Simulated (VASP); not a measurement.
## Sc: single point with PBE

The system is Sc.

```
CELL_PARAMETERS angstrom
0.00000 2.28878 2.32284
2.28878 0.00000 2.32284
2.28878 2.28878 0.00000
ATOMIC_POSITIONS crystal
Sc 0.00000 0.00000 0.00000
```

This cell differs from its parent crystal: strained.

* Program: VASP 6.6.1
* Task: single point
* Functional: PBE
* Potentials or basis: VASP PAW PBE potentials, release 64 (Sc_sv)
* Cutoff: 520 eV
* k mesh: 14 × 14 × 14
* Occupations: gaussian, width 0.1 eV
* Spin: no spin polarisation

```json
{
 "Pressure": "0.7 GPa"
}
```

Stress tensor (GPa, compression positive):
```
0.83 0.00 0.00
0.00 0.83 0.00
0.00 0.00 0.39
```

Levels at points of the mesh, in eV from the Fermi level:
| k point | band 3 | band 4 | band 5 | band 6 | band 7 | band 8 |
| --- | --- | --- | --- | --- | --- | --- |
| (0.00, 0.00, 0.00) | -27.81 | -27.81 | -5.22 | 1.54 | 1.63 | 1.63 |
| (0.50, 0.00, 0.00) | -27.87 | -27.86 | -1.78 | 0.25 | 1.43 | 1.54 |
| (0.50, 0.50, 0.00) | -27.95 | -27.95 | -1.56 | -0.62 | 1.82 | 3.90 |
| (0.50, 0.00, 0.50) | -27.97 | -27.95 | -1.54 | -0.65 | 2.03 | 3.90 |

It took 34 s on 1 thread of Intel(R) Xeon(R) Platinum 8259CL CPU @ 2.50GHz (Skylake/Cascade Lake), with other jobs on the host, peak memory 0.19 GiB.

Caveat: the cell differs from its parent crystal (strained).
